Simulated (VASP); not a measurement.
# B17SeN17 (a cell with a defect) in VASP: a series of runs, part 3 of 3

VASP 6.6.1. The steps go on from the part before.

## 4. Single point, r2SCANh, collinear spin

File POSCAR:

```
B17SeN17
1.0
    7.4650312844      0.0000000000      0.0000000000
   -3.7325156422      6.4649067324      0.0000000000
    0.0000000000      0.0000000000      6.4954828762
B N Se
17 17 1
Direct
    0.1111111083      0.2222222200      0.2500000000
    0.2222222183      0.1111111100      0.7500000000
    0.1111111133      0.5555555600      0.2500000000
    0.2222222183      0.4444444400      0.7500000000
    0.1111111133      0.8888888900      0.2500000000
    0.2222222233      0.7777777800      0.7500000000
    0.4444444433      0.2222222200      0.2500000000
    0.5555555583      0.1111111100      0.7500000000
    0.4444444433      0.5555555600      0.2500000000
    0.4444444433      0.8888888900      0.2500000000
    0.5555555583      0.7777777800      0.7500000000
    0.7777777783      0.2222222200      0.2500000000
    0.8888888883      0.1111111100      0.7500000000
    0.7777777833      0.5555555600      0.2500000000
    0.8888888883      0.4444444400      0.7500000000
    0.7777777783      0.8888888900      0.2500000000
    0.8888888883      0.7777777800      0.7500000000
    0.1111111083      0.2222222200      0.7500000000
    0.2222222183      0.1111111100      0.2500000000
    0.1111111133      0.5555555600      0.7500000000
    0.2222222183      0.4444444400      0.2500000000
    0.1111111133      0.8888888900      0.7500000000
    0.2222222233      0.7777777800      0.2500000000
    0.5555555583      0.1111111100      0.2500000000
    0.4444444433      0.5555555600      0.7500000000
    0.5555555533      0.4444444400      0.2500000000
    0.4444444433      0.8888888900      0.7500000000
    0.5555555583      0.7777777800      0.2500000000
    0.7777777783      0.2222222200      0.7500000000
    0.8888888883      0.1111111100      0.2500000000
    0.7777777833      0.5555555600      0.7500000000
    0.8888888883      0.4444444400      0.2500000000
    0.7777777783      0.8888888900      0.7500000000
    0.8888888883      0.7777777800      0.2500000000
    0.4444444433      0.2222222200      0.7500000000
```

File INCAR.step1:

```
SYSTEM = B17SeN17
PREC     = Accurate       ! precision mode
ENCUT    = 580            ! plane-wave cutoff, eV
EDIFF    = 1E-5           ! SCF threshold, eV
ISMEAR   = -1             ! smearing method
SIGMA    = 0.01           ! smearing width, eV
LREAL    = Auto         
LASPH    = .TRUE.         ! aspherical terms in the spheres
NELM     = 200            ! most SCF steps
ALGO     = Normal         ! electronic algorithm
ISIF     = 2              ! what is computed and relaxed
LWAVE    = .TRUE.         ! write WAVECAR
LCHARG   = .FALSE.        ! write CHGCAR
ISPIN    = 2              ! spin polarisation
MAGMOM   = 0 0 0 0 0 0 0 0.01 0 0 0 0 0 0 0.01 0 0 0.01 0 0.03 0 0.01 0 0 0.37 0 0.04 0 0 0 0.1 0 0 0 0.03 ! initial moments
LORBIT   = 11             ! projections on sites
NUPDOWN  = 1.0            ! fixed moment
NBANDS   = 98             ! bands
GGA      = PE             ! functional
NELECT   = 143.0        
GGA_COMPAT= .FALSE.      
ISYM     = -1
```

File INCAR.step2:

```
SYSTEM = B17SeN17
PREC     = Accurate       ! precision mode
ENCUT    = 580            ! plane-wave cutoff, eV
EDIFF    = 1E-6           ! SCF threshold, eV
ISMEAR   = -1             ! smearing method
SIGMA    = 0.01           ! smearing width, eV
LREAL    = Auto         
LASPH    = .TRUE.         ! aspherical terms in the spheres
NELM     = 200            ! most SCF steps
ALGO     = Normal         ! electronic algorithm
ISIF     = 2              ! what is computed and relaxed
LWAVE    = .FALSE.        ! write WAVECAR
LCHARG   = .FALSE.        ! write CHGCAR
ISPIN    = 2              ! spin polarisation
MAGMOM   = 0 0 0 0 0 0 0 0.01 0 0 0 0 0 0 0.01 0 0 0.01 0 0.03 0 0.01 0 0 0.37 0 0.04 0 0 0 0.1 0 0 0 0.03 ! initial moments
LORBIT   = 11             ! projections on sites
NUPDOWN  = 1.0            ! fixed moment
METAGGA  = R2SCAN         ! meta-GGA
LHFCALC  = .TRUE.         ! exact exchange
AEXX     = 0.1            ! exact-exchange fraction
LMIXTAU  = .TRUE.       
PRECFOCK = Fast         
NBANDS   = 98             ! bands
ISTART   = 1            
NELECT   = 143.0        
GGA_COMPAT= .FALSE.      
ISYM     = -1
```

File KPOINTS:

```
explicit points
1
Reciprocal
  0.25000000   0.25000000   0.25000000 1
```

Potentials or basis: VASP PAW PBE potentials, release 64 (B, N, Se).

The run is started by

```bash
$ cat potpaw_PBE.64/B/POTCAR potpaw_PBE.64/N/POTCAR potpaw_PBE.64/Se/POTCAR > POTCAR
$ cp INCAR.step1 INCAR
$ mpirun -np 1 vasp_std > vasp.out
$ cp INCAR.step2 INCAR
$ mpirun -np 1 vasp_std > vasp.out
```

OUTCAR:

```text
SYSTEM = B17SeN17
   PREC = Accurate
   ENCUT = 580
   EDIFF = 1E-6
   ISMEAR = -1
   LREAL = Auto
   LASPH = .TRUE.
   NELM = 200
   ISIF = 2
   ISPIN = 2
   LORBIT = 11
   NUPDOWN = 1.0
   METAGGA = R2SCAN
   LHFCALC = .TRUE.
   AEXX = 0.1
   PRECFOCK = Fast
   ISTART = 1
   NELECT = 143.0
   ISYM = -1

 ion  position               nearest neighbor table
   1  0.111  0.222  0.250-  19 1.44  30 1.44  21 1.44
   2  0.222  0.111  0.750-  18 1.44  22 1.44  35 1.44
   3  0.111  0.556  0.250-  23 1.44  32 1.44  21 1.44
   4  0.222  0.444  0.750-  18 1.44  20 1.44  25 1.44
   5  0.111  0.889  0.250-  23 1.44  19 1.44  34 1.44
   6  0.222  0.778  0.750-  22 1.44  27 1.44  20 1.44
[... 16 lines left out ...]
  23  0.222  0.778  0.250-   5 1.44  10 1.44   3 1.44
  24  0.556  0.111  0.250-  12 1.44  10 1.44   7 1.44
  25  0.444  0.556  0.750-  11 1.44   4 1.44
[... 399 lines left out ...]
     -1.24417      5.02826      4.87161        -0.510535     -0.391560     -0.000377
[... 27 lines left out ...]
      3.73252      5.02826      1.62387        -0.152656      0.329631     -0.009734
      2.48834      1.43665      4.87161        -0.426425     29.664631      0.001331
 -----------------------------------------------------------------------------------
    total drift:                                0.001944     -0.001436      0.000021

  FREE ENERGIE OF THE ION-ELECTRON SYSTEM (eV)
  ---------------------------------------------------
  free  energy   TOTEN  =      -343.2434708443 eV

  energy  without entropy=     -343.2434708443  energy(sigma->0) =     -343.24347084

 total charge

# of ion       s       p       d       tot
------------------------------------------
    1        0.761   1.428   0.000   2.189
    2        0.882   1.794   0.000   2.675
    3        0.761   1.426   0.000   2.186
    4        0.767   1.440   0.000   2.206
    5        0.761   1.427   0.000   2.188
    6        0.765   1.443   0.000   2.207
[... 27 lines left out ...]
   34        1.242   2.845   0.000   4.087
   35        1.558   3.303   0.267   5.127
--------------------------------------------------
tot         35.946  76.189   0.267 112.401

 magnetization (x)

# of ion       s       p       d       tot
------------------------------------------
    1       -0.000  -0.000   0.000  -0.000
    2        0.001  -0.003   0.000  -0.002
    3        0.000   0.000   0.000   0.000
    4       -0.002   0.000   0.000  -0.002
    5        0.000   0.000   0.000   0.000
    6       -0.001  -0.002   0.000  -0.003
[... 27 lines left out ...]
   34       -0.000  -0.000   0.000  -0.000
   35        0.018   0.134   0.007   0.158
--------------------------------------------------
tot          0.087   0.757   0.007   0.851
```

OUTCAR.step1:

```text
SYSTEM = B17SeN17
   PREC = Accurate
   ENCUT = 580
   EDIFF = 1E-5
   ISMEAR = -1
   LREAL = Auto
   LASPH = .TRUE.
   NELM = 200
   ISIF = 2
   ISPIN = 2
   LORBIT = 11
   NUPDOWN = 1.0
   GGA = PE
[... 498 lines left out ...]
--------------------------------------------------
tot         35.680  76.046   0.267 111.993

 magnetization (x)

# of ion       s       p       d       tot
------------------------------------------
    1       -0.000  -0.000   0.000  -0.000
    2        0.004   0.003   0.000   0.006
    3        0.000   0.000   0.000   0.000
    4       -0.000   0.006   0.000   0.006
    5        0.000   0.000   0.000   0.000
    6       -0.001  -0.001   0.000  -0.002
[... 27 lines left out ...]
   34       -0.000  -0.000   0.000  -0.000
   35        0.019   0.145   0.010   0.174
--------------------------------------------------
tot          0.088   0.725   0.010   0.822
```

OSZICAR.step1:

```text
N       E                     dE             d eps       ncg     rms          rms(c)
DAV:   1     0.799807051163E+03    0.79981E+03   -0.77464E+04   392   0.149E+03
DAV:   2    -0.243850384034E+03   -0.10437E+04   -0.98279E+03   492   0.343E+02
DAV:   3    -0.313062169760E+03   -0.69212E+02   -0.68605E+02   472   0.920E+01
DAV:   4    -0.314290717931E+03   -0.12285E+01   -0.12255E+01   480   0.124E+01
DAV:   5    -0.314319801945E+03   -0.29084E-01   -0.29053E-01   472   0.179E+00    0.350E+01
DAV:   6    -0.283859245004E+03    0.30461E+02   -0.82993E+01   448   0.278E+01    0.180E+01
DAV:   7    -0.281108918440E+03    0.27503E+01   -0.68006E+00   448   0.891E+00    0.987E+00
DAV:   8    -0.280348463596E+03    0.76045E+00   -0.25042E+00   448   0.450E+00    0.422E+00
DAV:   9    -0.280293294389E+03    0.55169E-01   -0.54700E-01   472   0.245E+00    0.218E+00
DAV:  10    -0.280307249932E+03   -0.13956E-01   -0.11198E-01   456   0.104E+00    0.921E-01
DAV:  11    -0.280308508950E+03   -0.12590E-02   -0.24685E-02   472   0.469E-01    0.435E-01
DAV:  12    -0.280310038950E+03   -0.15300E-02   -0.14753E-02   464   0.317E-01    0.348E-01
DAV:  13    -0.280310261702E+03   -0.22275E-03   -0.31599E-03   472   0.195E-01    0.117E-01
DAV:  14    -0.280310630219E+03   -0.36852E-03   -0.30541E-03   464   0.115E-01    0.127E-01
DAV:  15    -0.280310560892E+03    0.69328E-04   -0.12160E-03   504   0.721E-02    0.373E-02
DAV:  16    -0.280310598803E+03   -0.37911E-04   -0.93418E-05   448   0.287E-02    0.259E-02
DAV:  17    -0.280310613871E+03   -0.15068E-04   -0.38574E-05   384   0.177E-02    0.111E-02
DAV:  18    -0.280310617562E+03   -0.36907E-05   -0.84164E-06   280   0.110E-02
   1 F= -.28031062E+03 E0= -.28031062E+03  d E =-.301478E-11  mag=     1.0000
```

Wall time 16 min (1 thread of Intel Xeon Platinum 8259CL at 2.50GHz (Skylake/Cascade Lake), shared host); peak memory 0.77 GiB.

What came out:

| Item | Value |
| --- | --- |
| Free energy | -343.2435 eV |
| Largest force | 29.668 eV/Å |
| Net moment | 1.00 μB per cell |
| Site moments | B -0.00, +0.00, +0.02, +0.01 (each value once); N +0.01, -0.00, +0.04, +0.45, +0.00, +0.11 (each value once); Se +0.16 μB |
| Valence electrons inside the program's atomic spheres | B 2.19, 2.67, 2.21, 2.18, 2.20 (each value once); N 4.09, 4.08, 3.85, 4.07, 3.91 (each value once); Se 5.13 |

Forces in eV/Å, atoms in the order of the input:
```
B     0.176   0.008   0.002
B   -23.971 -14.480   0.001
B     0.109  -0.250  -0.001
B     1.320   0.779   0.004
B     0.005  -0.280   0.001
B    -0.511  -0.392   0.000
B     0.204   0.333  -0.008
B    24.249 -13.759  -0.002
B     0.465  -0.221  -0.003
B     0.309  -0.218   0.001
B     1.100  -1.666   0.002
B     0.216   0.105  -0.003
B    -0.329  -0.279  -0.001
B     0.023  -0.181   0.010
B    -2.639   1.971   0.000
B     0.281  -0.317   0.001
B    -0.174  -3.250  -0.004
N    -0.945  -0.598  -0.004
N    -0.220   0.069   0.011
N     0.913   0.227   0.007
N    -0.286   0.036  -0.003
N     0.005  -0.158   0.000
N    -0.158   0.196  -0.001
N    -0.187   0.013  -0.005
N    -2.769   1.115  -0.002
N    -0.262  -0.022   0.003
N     0.467  -0.832  -0.006
N    -0.291   0.267   0.000
N     1.242  -1.007   0.001
N    -0.191   0.141  -0.001
N     2.600   1.564   0.000
N    -0.043   0.004   0.006
N    -0.133   1.086   0.002
N    -0.153   0.330  -0.010
Se   -0.426  29.665   0.001
```

Caveat: the cell carries a net charge on a neutralising background, which shifts energy and pressure; the cell is charged against a uniform background, so pressure and absolute levels hang on convention; the PAW data sets were made with another functional, which shifts forces and pressure a little; the total moment is fixed, so each spin has its own Fermi level and the state may be an excited one.

## 5. Single point, r2SCANh, collinear spin

POSCAR is that of step 4.

File INCAR.step1:

```
SYSTEM = B17SeN17
PREC = Accurate
ENCUT = 580
EDIFF = 1E-5
ISMEAR = -1
SIGMA = 0.01
LREAL = Auto
LASPH = .True.
NELM = 200
ALGO = Normal
ISIF = 2
LWAVE = .True.
LCHARG = .False.
ISPIN = 2
MAGMOM = 0 0.01 0 0.01 0 0 0 0.01 0 0 0.01 0 0 0 0.01 0 0.01 0.01 0 0.05 0 0.03 0 0 0.45 0 0.05 0 0.01 0 0.47 0 0.01 0 0.06
LORBIT = 11
NUPDOWN = 2.0
NBANDS = 98
GGA = PE
GGA_COMPAT = .False.
ISYM = -1
```

File INCAR.step2:

```
SYSTEM = B17SeN17
PREC = Accurate
ENCUT = 580
EDIFF = 1E-6
ISMEAR = -1
SIGMA = 0.01
LREAL = Auto
LASPH = .True.
NELM = 200
ALGO = Normal
ISIF = 2
LWAVE = .False.
LCHARG = .False.
ISPIN = 2
MAGMOM = 0 0.01 0 0.01 0 0 0 0.01 0 0 0.01 0 0 0 0.01 0 0.01 0.01 0 0.05 0 0.03 0 0 0.45 0 0.05 0 0.01 0 0.47 0 0.01 0 0.06
LORBIT = 11
NUPDOWN = 2.0
METAGGA = R2SCAN
LHFCALC = .True.
AEXX = 0.1
LMIXTAU = .True.
PRECFOCK = Fast
NBANDS = 98
ISTART = 1
GGA_COMPAT = .False.
ISYM = -1
```

KPOINTS is that of step 4.

The run is started by

```bash
$ cat potpaw_PBE.64/B/POTCAR potpaw_PBE.64/N/POTCAR potpaw_PBE.64/Se/POTCAR > POTCAR
$ cp INCAR.step1 INCAR
$ mpirun -np 1 vasp_std > vasp.out
$ cp INCAR.step2 INCAR
$ mpirun -np 1 vasp_std > vasp.out
```

Wall time 16 min (1 thread of Intel Xeon Platinum 8259CL at 2.50GHz (Skylake/Cascade Lake), shared host); peak memory 0.77 GiB.

It converged, with:

```yaml
Free_energy: -347.3611 eV
Pressure: 19.3 GPa
Largest_force: 29.898 eV/Å
Net_moment: 2.00 μB per cell
Site_moments: B -0.00, +0.01, +0.00, -0.01, +0.02 (each value once); N +0.01, -0.00, +0.05, +0.03, +0.54, +0.06, +0.56 (each value once); Se +0.31 μB
Valence_electrons_inside_the_program's_atomic_spheres: B 2.18, 2.66, 2.19, 2.17 (each value once); N 4.08, 4.07, 3.84, 3.83 (each value once); Se 5.05
```

Forces in eV/Å, atoms in the order of the input:
```
B     0.119  -0.006   0.002
B   -25.109 -14.153  -0.002
B     0.209  -0.203  -0.001
B     0.919  -0.011   0.000
B     0.092  -0.240   0.001
B    -0.243  -0.259   0.001
B     0.200   0.166  -0.006
B    24.997 -13.904   0.000
B     0.309  -0.136   0.000
B     0.314  -0.241   0.002
B     1.244  -0.911   0.005
B     0.279  -0.018  -0.002
B    -0.147  -0.228   0.000
B     0.087  -0.145   0.004
B    -1.199  -0.313   0.004
B     0.189  -0.211   0.000
B    -1.445  -0.745   0.003
N    -0.595  -0.504  -0.002
N    -0.161   0.094   0.010
N     0.037   0.399   0.001
N    -0.254   0.058  -0.004
N    -0.045  -0.667  -0.001
N    -0.201   0.182  -0.001
N    -0.235   0.091  -0.005
N    -2.263   1.011  -0.003
N    -0.190  -0.011   0.001
N     0.214  -0.756  -0.003
N    -0.254   0.214   0.001
N     0.883  -0.439   0.001
N    -0.200   0.135  -0.001
N     2.513   1.088  -0.011
N    -0.159   0.072   0.005
N     0.200   0.493   0.001
N    -0.137   0.203  -0.006
Se    0.032  29.898   0.006
```

Stress tensor (GPa, compression positive):
```
38.34  1.01 -0.06
 1.01 17.80 -0.07
-0.06 -0.07  1.78
```

Caveat: the PAW data sets were made with another functional, which shifts forces and pressure a little; the total moment is fixed, so each spin has its own Fermi level and the state may be an excited one.
